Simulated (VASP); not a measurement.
# Ir in VASP: single point with LDA

Aim: the single point of Ir with LDA.

All numbers are computed with VASP 6.6.1; they aren't measurements. Logs are shortened: lines on timing, memory, paths and dates and some standing lists are left out, and cuts for length are marked.

### Step 1. The cell of the first run

The cell holds a slab with vacuum, 5 atoms: a = 2.695 Å, b = 2.695 Å, c = 24.803 Å, α = 90.00°, β = 90.00°, γ = 120.00°.

### Step 2. Single point, LDA

INCAR reads:

```
SYSTEM = Ir
PREC = Accurate ; ENCUT = 520
EDIFF = 1E-6 ; ISMEAR = -1
SIGMA = 0.08 ; LREAL = .FALSE.
LASPH = .TRUE. ; NELM = 100
ALGO = Normal ; ISIF = 2
LWAVE = .FALSE. ; LCHARG = .FALSE.
NBANDS = 30
```

KPOINTS reads:

```
Automatic mesh
0
G
  15 15 1
  0 0 0
```

POSCAR reads:

```
Ir
1.0
    2.6954010160      0.0000000000      0.0000000000
   -1.3477005080      2.3342857532      0.0000000000
    0.0000000000      0.0000000000     24.8031000000
Ir
5
Direct
    0.8333333333      0.1666666667      0.3246532189
    0.1666666667      0.8333333333      0.4114604757
    0.5000000000      0.5000000000      0.4999999993
    0.8333333333      0.1666666667      0.5885395247
    0.1666666667      0.8333333333      0.6753467814
```

Potentials or basis: VASP PAW LDA potentials, release 64 (Ir).

Command:

```sh
$ cat potpaw_LDA.64/Ir/POTCAR > POTCAR
$ mpirun -np 1 vasp_std > vasp.out
```

OUTCAR:

```text
SYSTEM = Ir
   PREC = Accurate
   ENCUT = 520
   EDIFF = 1E-6
   ISMEAR = -1
   LREAL = .FALSE.
   LASPH = .TRUE.
   NELM = 100
   ISIF = 2

 ion  position               nearest neighbor table
   1  0.833  0.167  0.325-   2 2.66   2 2.66   2 2.66
   2  0.167  0.833  0.411-   1 2.66   1 2.66   1 2.66   3 2.69   3 2.69   3 2.69
   3  0.500  0.500  0.500-   2 2.69   2 2.69   2 2.69   4 2.69   4 2.69   4 2.69
   4  0.833  0.167  0.589-   5 2.66   5 2.66   5 2.66   3 2.69   3 2.69   3 2.69
   5  0.167  0.833  0.675-   4 2.66   4 2.66   4 2.66

  LATTYP: Found a hexagonal cell.
 ALAT       =     2.6954010160
 C/A-ratio  =     9.2020073647

  Lattice vectors:

 A1 = (   2.6954010160,   0.0000000000,   0.0000000000)
 A2 = (  -1.3477005080,   2.3342857532,   0.0000000000)
 A3 = (   0.0000000000,   0.0000000000,  24.8031000000)

Analysis of symmetry for initial positions (statically):
=====================================================================
 Subroutine PRICEL returns:
 Original cell was already a primitive cell.

 Routine SETGRP: Setting up the symmetry group for a
 hexagonal supercell.

 Subroutine GETGRP returns: Found 12 space group operations
 (whereof  4 operations were pure point group operations)
 out of a pool of 24 trial point group operations.

The static configuration has the point symmetry C_2h.
 The point group associated with its full space group is D_3d.

Analysis of symmetry for dynamics (positions and initial velocities):
=====================================================================
 Subroutine PRICEL returns:
 Original cell was already a primitive cell.

 Routine SETGRP: Setting up the symmetry group for a
 hexagonal supercell.

 Subroutine GETGRP returns: Found 12 space group operations
 (whereof  4 operations were pure point group operations)
 out of a pool of 24 trial point group operations.

The dynamic configuration has the point symmetry C_2h.
 The point group associated with its full space group is D_3d.

 Subroutine INISYM returns: Found 12 space group operations
 (whereof  4 operations are pure point group operations),
 and found     1 'primitive' translations

----------------------------------------------------------------------------------------

                                     Primitive cell

  volume of cell :     156.0570

  direct lattice vectors                    reciprocal lattice vectors
     2.695401016  0.000000000  0.000000000     0.371002309  0.214198283  0.000000000
    -1.347700508  2.334285753  0.000000000     0.000000000  0.428396566  0.000000000
     0.000000000  0.000000000 24.803100000     0.000000000  0.000000000  0.040317541

  length of vectors
     2.695401016  2.695401016 24.803100000     0.428396566  0.428396566  0.040317541

  position of ions in fractional coordinates (direct lattice)
     0.833333333  0.166666667  0.324653219
     0.166666667  0.833333333  0.411460476
     0.500000000  0.500000000  0.499999999
     0.833333333  0.166666667  0.588539525
     0.166666667  0.833333333  0.675346781

  ion indices of the primitive-cell ions
   primitive index   ion index
                 1           1
                 2           2
                 3           3
                 4           4
                 5           5

----------------------------------------------------------------------------------------

 KPOINTS: Automatic mesh

Automatic generation of k-mesh.
 Grid dimensions read from file:
 generate k-points for:   15   15    1

 Generating k-lattice:

  Cartesian coordinates                     Fractional coordinates (reciprocal lattice)
     0.024733487  0.014279886  0.000000000     0.066666667 -0.000000000  0.000000000
     0.000000000  0.028559771  0.000000000     0.000000000  0.066666667  0.000000000
     0.000000000  0.000000000  0.040317541     0.000000000  0.000000000  1.000000000

  Length of vectors
     0.028559771  0.028559771  0.040317541

  Shift w.r.t. Gamma in fractional coordinates (k-lattice)
     0.000000000  0.000000000  0.000000000

 Subroutine IBZKPT returns following result:
 ===========================================

 Found     27 irreducible k-points:

 Following reciprocal coordinates:
            Coordinates               Weight
  0.000000  0.000000  0.000000      1.000000
  0.066667 -0.000000  0.000000      6.000000
  0.133333  0.000000  0.000000      6.000000
  0.200000  0.000000  0.000000      6.000000
  0.266667  0.000000  0.000000      6.000000
  0.333333 -0.000000  0.000000      6.000000
[... 16 lines left out ...]
  0.333333  0.200000  0.000000     12.000000
  0.400000  0.200000  0.000000      6.000000
 [... further k-points ...]
   k-points           NKPTS =     27   k-points in BZ     NKDIM =     27   number of bands    NBANDS=     30
   number of dos      NEDOS =    301   number of ions     NIONS =      5
   total plane-waves  NPLWV =  76800
   dimension x,y,z NGX =    20 NGY =   20 NGZ =  192
   dimension x,y,z NGXF=    40 NGYF=   40 NGZF=  384
   ions per type =               5
   NGX,Y,Z   is equivalent  to a cutoff of  12.34, 12.34, 12.87 a.u.
   NGXF,Y,Z  is equivalent  to a cutoff of  24.67, 24.67, 25.74 a.u.
 SYSTEM =  Ir
   PREC   = accura    normal or accurate (medium, high low for compatibility)
   ISTART =      0    job   : 0-new  1-cont  2-samecut
   ICHARG =      2    charge: 1-file 2-atom 10-const
   ISPIN  =      1    spin polarized calculation?
   LNONCOLLINEAR =      F non collinear calculations
   LSORBIT =      F    spin-orbit coupling
   LASPH  =      T    aspherical Exc in radial PAW
   ENCUT  =  520.0 eV  38.22 Ry    6.18 a.u.   5.01  5.01 46.12*2*pi/ulx,y,z
   NELM   =    100;   NELMIN=  2; NELMDL= -5     # of ELM steps
   EDIFF  = 0.1E-05   stopping-criterion for ELM
   LREAL  =      F    real-space projection
   EDIFFG = 0.1E-04   stopping-criterion for IOM
   NSW    =      0    number of steps for IOM
   IBRION =     -1    ionic relax: 0-MD 1-quasi-New 2-CG
   NFREE  =      0    steps in history (QN), initial steepest desc. (CG)
   ISIF   =      2    stress and relaxation
   ISYM   =      2    0-nonsym 1-usesym 2-fastsym
   POTIM  = 0.5000    time-step for ionic-motion
   TEBEG  =    0.0;   TEEND  =   0.0 temperature during run
   PSTRESS=    0.0 pullay stress
   NELECT =      45.0000    total number of electrons
   NUPDOWN=      -1.0000    fix difference up-down
   EMIN   =  10.00;   EMAX   =-10.00  energy-range for DOS
   EFERMI =   0.00;   METHOD = LEGACY
   ISMEAR =    -1;   SIGMA  =   0.08  broadening in eV -4-tet -1-fermi 0-gaus
   EFERMI_NEDOS =   21; number of points for ismear=-14 and -15
   IALGO  =     38    algorithm
   IMIX   =      4    mixing-type and parameters
     AMIX     =   0.40;   BMIX     =  1.00
     AMIX_MAG =   1.60;   BMIX_MAG =  1.00
  volume/ion in A,a.u.               =      31.21       210.62
  Fermi-wavevector in a.u.,A,eV,Ry     =   1.081561  2.043855 15.915758  1.169775
  Thomas-Fermi vector in A             =   2.217581
   LORBIT       =      0    0 simple, 1 ext, 2 COOP (PROOUT), +10 PAW based schemes
   GGA     = CA    functional components
   LHFCALC =     F    Hartree Fock is set to
   AEXX    =    0.0000 exact exchange contribution
   IVDW    =     0    specifies the selected vdW correction
   LEPSILON=     F    determine dielectric tensor
   LRPA    =     F    only Hartree local field effects (RPA)
 non-spin polarized calculation
  energy-cutoff  :      520.00
  volume of cell :      156.06
 maximum number of plane-waves:      4257
 NGX is ok and might be reduce to    20
   NGX =  9   NGY =  9   NGZ = 93

 number of electron      45.0000000 magnetization

 Free energy of the ion-electron system (eV)
  ---------------------------------------------------
  ext. energy  EPLUGINS =         0.00000000
  ---------------------------------------------------
  free energy    TOTEN  =       -49.49004839 eV

  energy without entropy =      -49.38757085  energy(sigma->0) =      -49.43880962

 E-fermi :   1.4394     XC(G=0):  -7.1654

 val. band max:        1.4285286263   @ k =   0.2667   0.0000   0.0000
 cond. band min:       1.4441672988   @ k =   0.2667   0.2667   0.0000
 fundamental gap:      0.0156386725
 Fermi energy:         1.4393871248

 k-point     1 :       0.0000    0.0000    0.0000
  band No.  band energies     occupation
      1      -9.5201      2.00000
      2      -8.4687      2.00000
      3      -7.2117      2.00000
      4      -6.6617      2.00000
      5      -6.5690      2.00000
      6      -2.8513      2.00000
[... 22 lines left out ...]
     29       1.8059      0.02027
     30       2.3302      0.00003

 k-point     2 :       0.0667   -0.0000    0.0000
  band No.  band energies     occupation
      1      -9.3427      2.00000
      2      -8.2961      2.00000
      3      -7.0361      2.00000
      4      -6.4896      2.00000
      5      -6.3910      2.00000
      6      -3.0545      2.00000
[... 22 lines left out ...]
     29       2.3461      0.00002
     30       2.4900      0.00000

 k-point     3 :       0.1333    0.0000    0.0000
  band No.  band energies     occupation
      1      -8.8359      2.00000
      2      -7.8135      2.00000
      3      -6.5569      2.00000
      4      -6.0198      2.00000
      5      -5.9021      2.00000
      6      -3.5534      2.00000
[... 22 lines left out ...]
     29       2.3881      0.00001
     30       3.5010      0.00000

 k-point     4 :       0.2000    0.0000    0.0000
  band No.  band energies     occupation
      1      -8.0867      2.00000
      2      -7.1479      2.00000
      3      -5.9856      2.00000
      4      -5.4580      2.00000
      5      -5.2632      2.00000
      6      -4.1342      2.00000
[... 616 lines left out ...]
     29       5.9186      0.00000
     30       7.7155      0.00000

 k-point    23 :       0.3333    0.2000    0.0000
  band No.  band energies     occupation
      1      -5.6894      2.00000
      2      -5.6233      2.00000
      3      -5.0733      2.00000
      4      -4.8987      2.00000
      5      -4.8805      2.00000
      6      -4.4443      2.00000
[... 22 lines left out ...]
     29       7.2710      0.00000
     30       8.1032      0.00000

 k-point    24 :       0.4000    0.2000    0.0000
  band No.  band energies     occupation
      1      -5.7533      2.00000
      2      -5.6150      2.00000
      3      -5.0563      2.00000
      4      -4.9879      2.00000
      5      -4.8483      2.00000
      6      -4.4188      2.00000
[... 22 lines left out ...]
     29       7.2048      0.00000
     30       7.7472      0.00000

 [... further k-points ...]

------------------------ aborting loop because EDIFF is reached ----------------------------------------

  FORCE on cell =-STRESS in cart. coord.  units (eV):
  Direction    XX          YY          ZZ          XY          YZ          ZX
  --------------------------------------------------------------------------------------
  -------------------------------------------------------------------------------------
  Total       -3.2513678     -3.2513678      0.9305104      0.0000000      0.0000000      0.0000000
  in kB      -33.3805364    -33.3805364      9.5531908      0.0000000      0.0000000      0.0000000
  external PRESSURE =     -19.0692940 kB  Pullay stress =       0.0000000 kB

 VOLUME and BASIS-vectors are now :
 -----------------------------------------------------------------------------
  energy-cutoff  :      520.00
  volume of cell :      156.06
      direct lattice vectors                 reciprocal lattice vectors
     2.695401016  0.000000000  0.000000000     0.371002309  0.214198283  0.000000000
    -1.347700508  2.334285753  0.000000000     0.000000000  0.428396566  0.000000000
     0.000000000  0.000000000 24.803100000     0.000000000  0.000000000  0.040317541

 POSITION                                       TOTAL-FORCE (eV/Angst)
 -----------------------------------------------------------------------------------
      2.02155      0.38905      8.05241         0.000000      0.000000     -0.113023
     -0.67385      1.94524     10.20550         0.000000     -0.000000      0.003524
      0.67385      1.16714     12.40155        -0.000000      0.000000      0.000000
      2.02155      0.38905     14.59760        -0.000000      0.000000     -0.003524
     -0.67385      1.94524     16.75069         0.000000      0.000000      0.113023
 -----------------------------------------------------------------------------------
    total drift:                                0.000000     -0.000000      0.000005

  FREE ENERGIE OF THE ION-ELECTRON SYSTEM (eV)
  ---------------------------------------------------
  free  energy   TOTEN  =       -49.4900483917 eV

  energy  without entropy=      -49.3875708488  energy(sigma->0) =      -49.43880962
```

Wall time 92 s (1 thread of Intel Xeon 6975P-C (Granite Rapids), shared host); peak memory 0.26 GiB.

What came out:

```
Free energy            : -49.4900 eV
Largest force          : 0.113 eV/Å
Band gap on the k mesh : zero (an odd number of electrons rules out a gap without spin polarisation)
```

Forces on the atoms (eV/Å):
```
Ir   0.000  0.000 -0.113
Ir   0.000  0.000  0.004
Ir   0.000  0.000  0.000
Ir   0.000  0.000 -0.004
Ir   0.000  0.000  0.113
```

Caveat: there is no dipole correction, which matters where the two faces differ; spin-orbit coupling is left out, which moves the levels of the heavy elements.
